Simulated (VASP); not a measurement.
Set up this calculation in VASP 6.6.1, as the native input.

```yaml
Task: single point
Functional: r2SCAN
Dispersion: rVV10
Potentials_or_basis: VASP PAW PBE potentials, release 64 (C)
Cutoff: 660 eV
k_mesh: 9 × 9 × 4
Occupations: gaussian, width 0.1 eV
Spin: no spin polarisation
Dipole_correction: no
Further_INCAR_settings: ALGO = Normal; EDIFF = 1e-06; NBANDS = 16
```

The system is C.

```
C
1.0
     1.22805   -2.12706    0.00000
     1.22805    2.12706    0.00000
     0.00000    0.00000    7.17327
C
4
Direct
  0.58338 0.41662 0.75314
  0.08338 0.91662 0.24686
  0.41662 0.58338 0.24686
  0.91662 0.08338 0.75314
```

These files were run (other wordings do the same):

POSCAR

```
C
1.0
    1.2280479700     -2.1270618200      0.0000000000
    1.2280479700      2.1270618200      0.0000000000
    0.0000000000      0.0000000000      7.1732677600
C
4
Direct
    0.5833794600      0.4166205400      0.7531376000
    0.0833794600      0.9166205400      0.2468624000
    0.4166205400      0.5833794600      0.2468624000
    0.9166205400      0.0833794600      0.7531376000
```

INCAR.step1

```
SYSTEM = C
ALGO = Normal ; EDIFF = 1E-5
ENCUT = 660 ; GGA = PE
GGA_COMPAT = .False. ; ISMEAR = 0
LASPH = .True. ; LCHARG = .False.
LREAL = .False. ; LWAVE = .True.
NBANDS = 16 ; NELM = 120
PREC = Accurate ; SIGMA = 0.1
```

INCAR.step2

```
SYSTEM = C
ALGO = Normal ; BPARAM = 11.95
CPARAM = 0.0093 ; EDIFF = 1E-6
ENCUT = 660 ; GGA_COMPAT = .False.
ISIF = 2 ; ISMEAR = 0
ISTART = 1 ; IVDW_NL = 2
LASPH = .True. ; LCHARG = .False.
LMIXTAU = .True. ; LREAL = .False.
LUSE_VDW = .True. ; LWAVE = .False.
METAGGA = R2SCAN ; NBANDS = 16
NELM = 120 ; PREC = Accurate
SIGMA = 0.1
```

KPOINTS

```
k-points
0
Gamma
  9 9 4
  0 0 0
```

Potentials or basis: VASP PAW PBE potentials, release 64 (C).

Launch:

```bash
$ cat potpaw_PBE.64/C/POTCAR > POTCAR
$ cp INCAR.step1 INCAR
$ mpirun -np 1 vasp_std > vasp.out
$ cp INCAR.step2 INCAR
$ mpirun -np 1 vasp_std > vasp.out
```

It gave:

The pressure is -0.6 GPa and the largest force is 0.021 eV/Å.

Caveat: the PAW data sets were made with another functional, which shifts forces and pressure a little.

It took 3.7 min on 1 thread of Oxide Virtual Turin-like Processor (shared host), peak memory 0.31 GiB.
